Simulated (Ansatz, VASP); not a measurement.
**Two plane-wave programs on CoSi**

```
CELL_PARAMETERS angstrom
4.38295 0.00000 0.00000
0.00000 4.38295 0.00000
0.00000 0.00000 4.38295
ATOMIC_POSITIONS crystal
Co 0.14567 0.14567 0.14567
Co 0.35433 0.85433 0.64567
Co 0.64567 0.35433 0.85433
Co 0.85433 0.64567 0.35433
Si 0.84361 0.84361 0.84361
Si 0.65639 0.15639 0.34361
Si 0.34361 0.65639 0.15639
Si 0.15639 0.34361 0.65639
```

Alike in both runs: functional r2SCAN; k mesh 8 × 8 × 8; occupations gaussian, width 0.05 eV; no spin polarisation.

Ansatz relaxed the structure, and its values are those at the end. VASP's run is a single point on that final structure, the one shown.

|  | VASP | Ansatz |
| --- | --- | --- |
| version | VASP 6.6.1 | Ansatz 0.2.0 |
| potentials or method | VASP PAW PBE potentials, release 64 (Co, Si), cutoff 520 eV | scalar-relativistic, plane waves, PAW |
| valence electrons in the cell | 52 | 84 |

Ansatz gave:

```
gap on the k mesh at the Fermi level (eV) : none
pressure (GPa)                            : 0.0
```

**Question.** Estimate VASP's values.

**Answer.** gap on the k mesh at the Fermi level (eV): none; pressure (GPa): 0.1.

VASP's potentials were made for PBE, not for r2SCAN. A gap of «none» marks a metal or a gap that the smearing closes. With one functional, cell and mesh, what is left measures potentials, basis and numerics. VASP's potentials hold 52 valence electrons a cell and Ansatz's 84, so a difference there can come from the potentials and not from the codes. Ansatz's warnings: stress scf threshold loose.
